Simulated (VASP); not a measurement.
Set up this calculation in VASP 6.6.1, as the native input.

- Task: single point
- Functional: PBE
- Potentials or basis: VASP PAW PBE potentials, release 64 (Pt, Se)
- Cutoff: 520 eV
- k mesh: 12 × 12 × 10
- Occupations: gaussian, width 0.15 eV
- Spin: no spin polarisation
- Dipole correction: no
- Further INCAR settings: ALGO = Normal; EDIFF = 1e-06; NBANDS = 18

The structure of PtSe2 lies in POSCAR:

```
PtSe2
1.0
    3.7798606137      0.0000000000      0.0000000000
   -1.8899303068      3.2734553142      0.0000000000
    0.0000000000      0.0000000000      5.1379300000
Pt Se
1 2
Direct
    0.0000000000      0.0000000000      0.0000000000
    0.3333333333      0.6666666667      0.2500000000
    0.6666666667      0.3333333333      0.7500000000
```

This cell differs from its parent crystal: strain +0.015 along x and y, +0.015 along z.

These files were run (other wordings do the same):

INCAR

```
ALGO = Normal
EDIFF = 1E-6
ENCUT = 520
GGA = PE
ISIF = 2
ISMEAR = 0
LASPH = True
LCHARG = True
LELF = True
LREAL = False
LVHAR = True
LWAVE = False
NBANDS = 18
NELM = 80
PREC = Accurate
SIGMA = 0.15
```

KPOINTS

```
k-points
0
Gamma
  12 12 10
```

Potentials or basis: VASP PAW PBE potentials, release 64 (Pt, Se).

Command:

```bash
$ cat potpaw_PBE.64/Pt/POTCAR potpaw_PBE.64/Se/POTCAR > POTCAR
$ mpirun -np 1 vasp_std > vasp.out
```

It gave:

- Pressure: 1.4 GPa
- Largest force: 0.042 eV/Å
- Band gap on the k mesh: zero (band 11 reaches 6.32 eV, above the bottom of band 12 at 5.94 eV)

Caveat: the cell differs from its parent crystal (strain +0.015 along x and y, +0.015 along z); spin-orbit coupling is left out, which moves the levels of the heavy elements.

It took 61 s on 1 thread of Intel(R) Xeon(R) 6975P-C (Granite Rapids), with other jobs on the host, peak memory 0.31 GiB.
